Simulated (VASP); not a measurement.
The system is ZrB.

```
CELL_PARAMETERS angstrom
0.00000 2.32500 2.32500
2.32500 0.00000 2.32500
2.32500 2.32500 0.00000
ATOMIC_POSITIONS crystal
Zr 0.00000 0.00000 0.00000
B 0.50000 0.50000 0.50000
```

Base run:

* Program: VASP 6.6.1
* Functional: PBEsol
* Potentials or basis: VASP PAW PBE potentials, release 64 (Zr_sv, B)
* Cutoff: 520 eV
* k mesh: 10 × 10 × 10
* Occupations: fermi-dirac, width 0.05 eV
* Spin: no spin polarisation
* Hubbard terms: Zr d U = 8.0 eV

Its results: band gap on the k mesh zero (an odd number of electrons rules out a gap without spin polarisation); pressure 56.8 GPa.

Task: The run is repeated on the same cell with these changes: hubbard terms from Zr d U = 8.0 eV to Zr d U = 2.0 eV. What comes out?

Result: Band gap on the k mesh zero (an odd number of electrons rules out a gap without spin polarisation); pressure 36.0 GPa.

Caveats: the cell stands under pressure; the PAW data sets were made with another functional, which shifts forces and pressure a little; U without spin polarisation on a metal has little footing; the U is typed as a test and isn't derived for this compound.
